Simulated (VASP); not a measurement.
# Zr3O (P6_322) in VASP: notebook

The runs below take Zr3O through single point, with r2SCAN.

Program: VASP 6.6.1. These are calculated values, not measurements. Logs are shortened: lines on timing, memory, paths and dates and some standing lists are left out, and cuts for length are marked.

### 1 The cell of the first run

Symmetry: P6_322, No. 182, hexagonal system. Conventional cell: a = 5.764 Å, b = 5.764 Å, c = 5.132 Å, α = 90.00°, β = 90.00°, γ = 120.00°. Zr (site symmetry 2) has 2 O at 2.30 Å within 3.0 Å. Within 3.0 Å of O (site symmetry 32) lie 6 Zr at 2.30 Å.

### 2 Single point, r2SCAN (biaxial strain in the a-b plane: +2.0 %)

File POSCAR:

```
Zr3O
1.0
    5.7639920374      0.0000000000      0.0000000000
   -2.8819960187      4.9917635316      0.0000000000
    0.0000000000      0.0000000000      5.1324898028
Zr O
6 2
Direct
    0.0000000000      0.6601601134      0.5000000000
    0.0000000000      0.3398398866      0.0000000000
    0.6601601134      0.6601601134      0.0000000000
    0.6601601134      0.0000000000      0.5000000000
    0.3398398866      0.3398398866      0.5000000000
    0.3398398866      0.0000000000      0.0000000000
    0.6666666667      0.3333333333      0.7500000000
    0.3333333333      0.6666666667      0.2500000000
```

File INCAR.step1:

```
SYSTEM = Zr3O
ALGO = Normal
EDIFF = 1E-4
ENCUT = 520
GGA = PE
ISMEAR = 0
LASPH = .TRUE.
LCHARG = .FALSE.
LREAL = .FALSE.
LWAVE = .TRUE.
NBANDS = 52
NELM = 60
PREC = Accurate
SIGMA = 0.1
```

File INCAR.step2:

```
SYSTEM = Zr3O
ALGO = Normal
EDIFF = 1E-6
ENCUT = 520
ISIF = 2
ISMEAR = 0
ISTART = 1
LASPH = .TRUE.
LCHARG = .FALSE.
LMIXTAU = .TRUE.
LREAL = .FALSE.
LWAVE = .FALSE.
METAGGA = R2SCAN
NBANDS = 52
NELM = 60
PREC = Accurate
SIGMA = 0.1
```

File KPOINTS:

```
k-points
0
G
  6 6 8
  0 0 0
```

Potentials or basis: VASP PAW PBE potentials, release 64 (Zr_sv, O).

Launch:

```console
$ cat potpaw_PBE.64/Zr_sv/POTCAR potpaw_PBE.64/O/POTCAR > POTCAR
$ cp INCAR.step1 INCAR
$ mpirun -np 1 vasp_std > vasp.out
$ cp INCAR.step2 INCAR
$ mpirun -np 1 vasp_std > vasp.out
```

OUTCAR:

```text
SYSTEM = Zr3O
   EDIFF = 1E-6
   ENCUT = 520
   ISIF = 2
   ISMEAR = 0
   ISTART = 1
   LASPH = .TRUE.
   LREAL = .FALSE.
   METAGGA = R2SCAN
   NELM = 60
   PREC = Accurate

 ion  position               nearest neighbor table
   1  0.000  0.660  0.500-   8 2.30   7 2.30   2 3.16   2 3.16   3 3.23   3 3.23   6 3.23   6 3.23
                             5 3.30   5 3.30   4 3.30   4 3.30   4 3.39   5 3.39
   2  0.000  0.340  0.000-   7 2.30   8 2.30   1 3.16   1 3.16   5 3.23   5 3.23   4 3.23   4 3.23
                             3 3.30   3 3.30   6 3.30   6 3.30   6 3.39   3 3.39
   3  0.660  0.660  0.000-   8 2.30   7 2.30   5 3.16   5 3.16   1 3.23   1 3.23   4 3.23   4 3.23
                             2 3.30   2 3.30   6 3.30   6 3.30   6 3.39   2 3.39
   4  0.660  0.000  0.500-   7 2.30   8 2.30   6 3.16   6 3.16   2 3.23   2 3.23   3 3.23   3 3.23
                             5 3.30   1 3.30   5 3.30   1 3.30   1 3.39   5 3.39
   5  0.340  0.340  0.500-   7 2.30   8 2.30   3 3.16   3 3.16   2 3.23   2 3.23   6 3.23   6 3.23
                             1 3.30   1 3.30   4 3.30   4 3.30   4 3.39   1 3.39
   6  0.340  0.000  0.000-   8 2.30   7 2.30   4 3.16   4 3.16   5 3.23   1 3.23   1 3.23   5 3.23
                             3 3.30   2 3.30   3 3.30   2 3.30   2 3.39   3 3.39
   7  0.667  0.333  0.750-   2 2.30   4 2.30   1 2.30   6 2.30   5 2.30   3 2.30
   8  0.333  0.667  0.250-   1 2.30   6 2.30   2 2.30   4 2.30   3 2.30   5 2.30

  LATTYP: Found a hexagonal cell.
 ALAT       =     5.7639920374
 C/A-ratio  =     0.8904401272

  Lattice vectors:

 A1 = (   5.7639920374,   0.0000000000,   0.0000000000)
 A2 = (  -2.8819960187,   4.9917635316,   0.0000000000)
 A3 = (   0.0000000000,   0.0000000000,   5.1324898028)

Analysis of symmetry for initial positions (statically):
=====================================================================
 Subroutine PRICEL returns:
 Original cell was already a primitive cell.

 Routine SETGRP: Setting up the symmetry group for a
 hexagonal supercell.

 Subroutine GETGRP returns: Found 12 space group operations
 (whereof  6 operations were pure point group operations)
 out of a pool of 24 trial point group operations.

The static configuration has the point symmetry D_3 .
 The point group associated with its full space group is D_6 .

Analysis of symmetry for dynamics (positions and initial velocities):
=====================================================================
 Subroutine PRICEL returns:
 Original cell was already a primitive cell.

 Routine SETGRP: Setting up the symmetry group for a
 hexagonal supercell.

 Subroutine GETGRP returns: Found 12 space group operations
 (whereof  6 operations were pure point group operations)
 out of a pool of 24 trial point group operations.

The dynamic configuration has the point symmetry D_3 .
 The point group associated with its full space group is D_6 .

[... 117 lines left out ...]
   ISYM   =      2    0-nonsym 1-usesym 2-fastsym
   POTIM  = 0.5000    time-step for ionic-motion
   TEBEG  =    0.0;   TEEND  =   0.0 temperature during run
   PSTRESS=    0.0 pullay stress
   NELECT =      84.0000    total number of electrons
   NUPDOWN=      -1.0000    fix difference up-down
   EMIN   =  10.00;   EMAX   =-10.00  energy-range for DOS
   EFERMI =   0.00;   METHOD = LEGACY
   ISMEAR =     0;   SIGMA  =   0.10  broadening in eV -4-tet -1-fermi 0-gaus
   EFERMI_NEDOS =   21; number of points for ismear=-14 and -15
   IALGO  =     38    algorithm
   IMIX   =      4    mixing-type and parameters
     AMIX     =   0.40;   BMIX     =  1.00
     AMIX_MAG =   1.60;   BMIX_MAG =  1.00
  volume/ion in A,a.u.               =      18.46       124.57
  Fermi-wavevector in a.u.,A,eV,Ry     =   1.356436  2.563293 25.033627  1.839920
  Thomas-Fermi vector in A             =   2.483440
   LORBIT       =      0    0 simple, 1 ext, 2 COOP (PROOUT), +10 PAW based schemes
   METAGGA = R2SCAN    functional components
   LHFCALC =     F    Hartree Fock is set to
   AEXX    =    0.0000 exact exchange contribution
   IVDW    =     0    specifies the selected vdW correction
   LEPSILON=     F    determine dielectric tensor
   LRPA    =     F    only Hartree local field effects (RPA)
 non-spin polarized calculation
 Gauss-broadening in eV      SIGMA  =   0.10
  energy-cutoff  :      520.00
  volume of cell :      147.67
 maximum number of plane-waves:      4015
 NGX is ok and might be reduce to    48
   NGX = 21   NGY = 21   NGZ = 19

 number of electron      83.9999998 magnetization

 Free energy of the ion-electron system (eV)
  ---------------------------------------------------
  ext. energy  EPLUGINS =         0.00000000
  ---------------------------------------------------
  free energy    TOTEN  =      -160.64805337 eV

  energy without entropy =     -160.62267824  energy(sigma->0) =     -160.63536580

 E-fermi :   9.2867     XC(G=0): -12.1760

 val. band max:        9.2772767312   @ k =   0.1667   0.1667   0.5000
 cond. band min:       9.2929674315   @ k =   0.1667   0.0000   0.3750
 fundamental gap:      0.0156907003
 Fermi energy:         9.2866679701

 k-point     1 :       0.0000    0.0000    0.0000
  band No.  band energies     occupation
      1     -41.4601      2.00000
      2     -41.3139      2.00000
      3     -41.3139      2.00000
      4     -41.3041      2.00000
      5     -41.2995      2.00000
      6     -41.2995      2.00000
[... 1309 lines left out ...]
     51      12.1064      0.00000
     52      12.3425      0.00000

 [... further k-points ...]
[... 5 lines left out ...]
  --------------------------------------------------------------------------------------
  -------------------------------------------------------------------------------------
  Total       -4.9485433     -4.9485433     -0.4010130      0.0000000     -0.0000000      0.0000000
  in kB      -53.6886505    -53.6886505     -4.3507443      0.0000000     -0.0000000      0.0000000
  external PRESSURE =     -37.2426818 kB  Pullay stress =       0.0000000 kB

 VOLUME and BASIS-vectors are now :
 -----------------------------------------------------------------------------
  energy-cutoff  :      520.00
  volume of cell :      147.67
      direct lattice vectors                 reciprocal lattice vectors
     5.763992037  0.000000000  0.000000000     0.173490871  0.100165001  0.000000000
    -2.881996019  4.991763532  0.000000000     0.000000000  0.200330002  0.000000000
     0.000000000  0.000000000  5.132489803     0.000000000  0.000000000  0.194837211

 POSITION                                       TOTAL-FORCE (eV/Angst)
 -----------------------------------------------------------------------------------
     -1.90258      3.29536      2.56624         0.060799     -0.105308      0.000000
     -0.97942      1.69640      0.00000        -0.060799      0.105308      0.000000
      1.90258      3.29536      0.00000        -0.060799     -0.105308     -0.000000
      3.80516      0.00000      2.56624        -0.121599     -0.000000     -0.000000
      0.97942      1.69640      2.56624         0.060799      0.105308      0.000000
      1.95883      0.00000      0.00000         0.121599     -0.000000      0.000000
      2.88200      1.66392      3.84937        -0.000000     -0.000000     -0.000000
     -0.00000      3.32784      1.28312        -0.000000     -0.000000     -0.000000
 -----------------------------------------------------------------------------------
    total drift:                                0.000001     -0.000001      0.000000

  FREE ENERGIE OF THE ION-ELECTRON SYSTEM (eV)
  ---------------------------------------------------
  free  energy   TOTEN  =      -160.6480533708 eV

  energy  without entropy=     -160.6226782378  energy(sigma->0) =     -160.63536580
```

OUTCAR.step1:

```text
SYSTEM = Zr3O
   EDIFF = 1E-4
   ENCUT = 520
   GGA = PE
   ISMEAR = 0
   LASPH = .TRUE.
   LREAL = .FALSE.
   NELM = 60
[... 1572 lines left out ...]
      1.95883      0.00000      0.00000         0.075865      0.000000     -0.000000
      2.88200      1.66392      3.84937        -0.000000      0.000000     -0.000000
     -0.00000      3.32784      1.28312        -0.000000      0.000000      0.000000
 -----------------------------------------------------------------------------------
    total drift:                                0.000001     -0.000001      0.000000

  FREE ENERGIE OF THE ION-ELECTRON SYSTEM (eV)
  ---------------------------------------------------
  free  energy   TOTEN  =       -72.1447939602 eV

  energy  without entropy=      -72.1156212137  energy(sigma->0) =      -72.13020759
```

It took 8.3 min on 1 thread of Intel Xeon 6975P-C (Granite Rapids), shared host; peak memory 0.43 GiB.

What came out:

```yaml
Free_energy: -160.6481 eV
Pressure: -3.7 GPa
Largest_force: 0.122 eV/Å
Band_gap_on_the_k_mesh: zero (bands 42 and 43 overlap by 0.85 eV)
```

Forces on the atoms (eV/Å):
```
Zr   0.061 -0.105  0.000
Zr  -0.061  0.105  0.000
Zr  -0.061 -0.105  0.000
Zr  -0.122  0.000  0.000
Zr   0.061  0.105  0.000
Zr   0.122  0.000  0.000
O    0.000  0.000  0.000
O    0.000  0.000  0.000
```

Stress tensor (GPa, compression positive):
```
-5.37  0.00  0.00
 0.00 -5.37  0.00
 0.00  0.00 -0.44
```

Caveat: the cell differs from its parent crystal (biaxial strain in the a-b plane: +2.0 %); the cell stands under tension; the PAW data sets were made with another functional, which shifts forces and pressure a little.

### 3 Single point, r2SCAN (biaxial strain in the a-b plane: +4.0 %, then relaxed in part)

File POSCAR:

```
Zr3O
1.0
    5.8770114892      0.0000000000      0.0000000000
   -2.9385057446      5.0896412479      0.0000000000
    0.0000000000      0.0000000000      5.0637169084
Zr O
6 2
Direct
    0.0000000000      0.6566434065      0.5000000000
    0.0000000000      0.3433565935      0.0000000000
    0.6566434065      0.6566434065      0.0000000000
    0.6566434065      0.0000000000      0.5000000000
    0.3433565935      0.3433565935      0.5000000000
    0.3433565935      0.0000000000      0.0000000000
    0.6666666667      0.3333333333      0.7500000000
    0.3333333333      0.6666666667      0.2500000000
```

File INCAR.step1:

```
SYSTEM = Zr3O
PREC = Accurate
ENCUT = 520
ISMEAR = 0
SIGMA = 0.1
LREAL = .False.
LASPH = .True.
NELM = 60
NBANDS = 52
GGA = PE
ALGO = Normal
EDIFF = 1E-4
LWAVE = .True.
LCHARG = .False.
```

File INCAR.step2:

```
SYSTEM = Zr3O
PREC = Accurate
ENCUT = 520
EDIFF = 1E-6
ISMEAR = 0
SIGMA = 0.1
LREAL = .False.
LASPH = .True.
NELM = 60
ALGO = Normal
ISIF = 2
LWAVE = .False.
LCHARG = .True.
METAGGA = R2SCAN
LMIXTAU = .True.
LELF = .True.
LVHAR = .True.
NBANDS = 52
ISTART = 1
```

File KPOINTS:

```
Automatic mesh
0
Gamma
  6 6 8
  0 0 0
```

Potentials or basis: VASP PAW PBE potentials, release 64 (Zr_sv, O).

Launch:

```console
$ cat potpaw_PBE.64/Zr_sv/POTCAR potpaw_PBE.64/O/POTCAR > POTCAR
$ cp INCAR.step1 INCAR
$ mpirun -np 1 vasp_std > vasp.out
$ cp INCAR.step2 INCAR
$ mpirun -np 1 vasp_std > vasp.out
```

OUTCAR:

```text
SYSTEM = Zr3O
   PREC = Accurate
   ENCUT = 520
   EDIFF = 1E-6
   ISMEAR = 0
   LREAL = .False.
   LASPH = .True.
   NELM = 60
   ISIF = 2
   METAGGA = R2SCAN
   ISTART = 1

 ion  position               nearest neighbor table
   1  0.000  0.657  0.500-   8 2.31   7 2.31   2 3.13   2 3.13   6 3.24   6 3.24   3 3.24   3 3.24
                             4 3.34   4 3.34   5 3.34   5 3.34   5 3.50   4 3.50
   2  0.000  0.343  0.000-   7 2.31   8 2.31   1 3.13   1 3.13   4 3.24   4 3.24   5 3.24   5 3.24
                             6 3.34   6 3.34   3 3.34   3 3.34   3 3.50   6 3.50
   3  0.657  0.657  0.000-   7 2.31   8 2.31   5 3.13   5 3.13   4 3.24   4 3.24   1 3.24   1 3.24
                             6 3.34   6 3.34   2 3.34   2 3.34   2 3.50   6 3.50
   4  0.657  0.000  0.500-   7 2.31   8 2.31   6 3.13   6 3.13   2 3.24   2 3.24   3 3.24   3 3.24
                             1 3.34   5 3.34   5 3.34   1 3.34   1 3.50   5 3.50
   5  0.343  0.343  0.500-   8 2.31   7 2.31   3 3.13   3 3.13   6 3.24   6 3.24   2 3.24   2 3.24
                             4 3.34   4 3.34   1 3.34   1 3.34   1 3.50   4 3.50
   6  0.343  0.000  0.000-   8 2.31   7 2.31   4 3.13   4 3.13   5 3.24   1 3.24   1 3.24   5 3.24
                             3 3.34   2 3.34   2 3.34   3 3.34   2 3.50   3 3.50
   7  0.667  0.333  0.750-   4 2.31   2 2.31   6 2.31   1 2.31   3 2.31   5 2.31
   8  0.333  0.667  0.250-   6 2.31   1 2.31   4 2.31   2 2.31   5 2.31   3 2.31

  LATTYP: Found a hexagonal cell.
 ALAT       =     5.8770114892
[... 206 lines left out ...]
      1     -41.8181      2.00000
      2     -41.6901      2.00000
      3     -41.6901      2.00000
      4     -41.6672      2.00000
      5     -41.6672      2.00000
      6     -41.6596      2.00000
[... 1309 lines left out ...]
     51      11.7203      0.00000
     52      11.9412      0.00000

 [... further k-points ...]
[... 5 lines left out ...]
  --------------------------------------------------------------------------------------
  -------------------------------------------------------------------------------------
  Total       -8.9967121     -8.9967121      0.0660481      0.0000000     -0.0000000      0.0000000
  in kB      -95.1658821    -95.1658821      0.6986472      0.0000000     -0.0000000      0.0000000
  external PRESSURE =     -63.2110390 kB  Pullay stress =       0.0000000 kB

 VOLUME and BASIS-vectors are now :
 -----------------------------------------------------------------------------
  energy-cutoff  :      520.00
  volume of cell :      151.47
      direct lattice vectors                 reciprocal lattice vectors
     5.877011489  0.000000000  0.000000000     0.170154508  0.098238751  0.000000000
    -2.938505745  5.089641248  0.000000000     0.000000000  0.196477502  0.000000000
     0.000000000  0.000000000  5.063716908     0.000000000  0.000000000  0.197483394

 POSITION                                       TOTAL-FORCE (eV/Angst)
 -----------------------------------------------------------------------------------
     -1.92955      3.34208      2.53186        -0.005410      0.009370      0.000000
     -1.00896      1.74756      0.00000         0.005410     -0.009370     -0.000000
      1.92955      3.34208      0.00000         0.005410      0.009370      0.000000
      3.85910      0.00000      2.53186         0.010820      0.000000      0.000000
      1.00896      1.74756      2.53186        -0.005410     -0.009370     -0.000000
      2.01791      0.00000      0.00000        -0.010820      0.000000      0.000000
      2.93851      1.69655      3.79779         0.000000      0.000000     -0.000000
     -0.00000      3.39309      1.26593         0.000000      0.000000     -0.000000
 -----------------------------------------------------------------------------------
    total drift:                               -0.000001     -0.000001      0.000000

  FREE ENERGIE OF THE ION-ELECTRON SYSTEM (eV)
  ---------------------------------------------------
  free  energy   TOTEN  =      -160.3868038181 eV

  energy  without entropy=     -160.3590392440  energy(sigma->0) =     -160.37292153
```

OSZICAR.step1:

```text
N       E                     dE             d eps       ncg     rms          rms(c)
DAV:   1     0.918342338252E+03    0.91834E+03   -0.45271E+04  3640   0.162E+03
DAV:   2     0.767782157852E+01   -0.91066E+03   -0.89041E+03  4208   0.487E+02
DAV:   3    -0.712146203558E+02   -0.78892E+02   -0.77521E+02  5596   0.115E+02
DAV:   4    -0.776161266209E+02   -0.64015E+01   -0.63658E+01  5616   0.285E+01
DAV:   5    -0.780470930579E+02   -0.43097E+00   -0.43077E+00  5056   0.537E+00    0.294E+01
DAV:   6    -0.722877174310E+02    0.57594E+01   -0.29877E+01  4840   0.222E+01    0.126E+01
DAV:   7    -0.719448361396E+02    0.34288E+00   -0.39818E+00  4644   0.728E+00    0.549E+00
DAV:   8    -0.719004019679E+02    0.44434E-01   -0.48285E-01  4412   0.303E+00    0.127E+00
DAV:   9    -0.719086934107E+02   -0.82914E-02   -0.13517E-01  4792   0.145E+00    0.707E-01
DAV:  10    -0.719036286360E+02    0.50648E-02   -0.40865E-02  4804   0.741E-01    0.868E-02
DAV:  11    -0.719037569358E+02   -0.12830E-03   -0.16014E-03  4112   0.161E-01    0.342E-02
DAV:  12    -0.719037426138E+02    0.14322E-04   -0.22366E-04  2632   0.582E-02
   1 F= -.71903743E+02 E0= -.71887914E+02  d E =-.316570E-01
```

Wall time 8.6 min (1 thread of Intel Xeon 6975P-C (Granite Rapids), shared host); peak memory 0.43 GiB.

Results:

```yaml
Free_energy: -160.3868 eV
Pressure: -6.3 GPa
Largest_force: 0.011 eV/Å
Band_gap_on_the_k_mesh: zero (bands 42 and 43 overlap by 0.82 eV)
```

Forces in eV/Å, atoms in the order of the input:
```
Zr  -0.005  0.009  0.000
Zr   0.005 -0.009  0.000
Zr   0.005  0.009  0.000
Zr   0.011  0.000  0.000
Zr  -0.005 -0.009  0.000
Zr  -0.011  0.000  0.000
O    0.000  0.000  0.000
O    0.000  0.000  0.000
```

Stress tensor (GPa, compression positive):
```
-9.52  0.00  0.00
 0.00 -9.52  0.00
 0.00  0.00  0.07
```

Caveat: the cell differs from its parent crystal (biaxial strain in the a-b plane: +4.0 %, then relaxed in part); the stress differs along the axes, from -10 to 0 GPa; the PAW data sets were made with another functional, which shifts forces and pressure a little.

The gap in the log of VASP goes by the Fermi energy; the results here count the filled bands.